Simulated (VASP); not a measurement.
# Y5F: relaxation of cell and atoms with PBE

Y5F:

```
Y F
1.0
    -4.01000    4.01000    2.53500
     4.01000   -4.01000    2.53500
     4.01000    4.01000   -2.53500
Y F
5 1
Direct
  0.00000 0.00000 0.00000
  0.60000 0.20000 0.80000
  0.20000 0.40000 0.60000
  0.40000 0.80000 0.20000
  0.80000 0.60000 0.40000
  0.50000 0.50000 0.00000
```

```yaml
Program: VASP 6.6.1
Task: relaxation of cell and atoms
Functional: PBE
Potentials_or_basis: VASP PAW PBE potentials, release 64 (Y_sv, F)
Cutoff: 600 eV
k_mesh: 4 × 4 × 4
Occupations: gaussian, width 0.2 eV
Spin: no spin polarisation
Dipole_correction: no
Further_INCAR_settings: ALGO = Normal; EDIFF = 1e-06; IBRION = 2; EDIFFG = -0.08; NSW = 36; ISIF = 3
```

The pressure after relaxing is 0.3 GPa and the largest force after relaxing is 0.056 eV/Å. The band gap on the k mesh is zero (band 31 reaches 3.73 eV, above the bottom of band 32 at 3.38 eV).

Forces in eV/Å, atoms in the order of the input:
```
Y    0.000  0.000  0.000
Y   -0.054 -0.014  0.000
Y    0.014 -0.054  0.000
Y    0.054  0.014  0.000
Y   -0.014  0.054  0.000
F    0.000  0.000  0.000
```

Stress tensor (GPa, compression positive):
```
0.43 0.00 0.00
0.00 0.43 0.00
0.00 0.00 0.15
```

Final structure:
```
Y F
1.0
    -4.01000    4.01000    2.53500
     4.01000   -4.01000    2.53500
     4.01000    4.01000   -2.53500
Y F
5 1
Direct
  0.00000 0.00000 0.00000
  0.60000 0.20000 0.80000
  0.20000 0.40000 0.60000
  0.40000 0.80000 0.20000
  0.80000 0.60000 0.40000
  0.50000 0.50000 0.00000
```

Levels at points of the mesh, in eV from the Fermi level:
| k point | band 29 | band 30 | band 31 | band 32 | band 33 | band 34 |
| --- | --- | --- | --- | --- | --- | --- |
| (0.00, 0.00, 0.00) | -0.25 | -0.25 | -0.05 | 0.14 | 0.22 | 0.35 |
| (0.50, 0.00, 0.00) | -0.60 | 0.00 | 0.07 | 0.23 | 0.38 | 0.40 |
| (0.50, 0.50, 0.00) | -0.59 | -0.51 | -0.07 | 0.26 | 0.54 | 0.60 |
| (0.50, 0.50, 0.50) | -1.03 | -0.35 | -0.35 | -0.12 | -0.12 | 0.06 |

Wall time 120 s on 1 thread of Intel(R) Xeon(R) Platinum 8375C CPU @ 2.90GHz (Ice Lake), with other jobs on the host, peak memory 0.4 GiB.

Caveat: the k points lie up to 0.37 Å⁻¹ apart in the final cell; the relaxation stopped at its first step, so nothing moved; the relaxation stopped at a loose force limit of 0.08 eV/Å, so its end isn't a converged minimum.
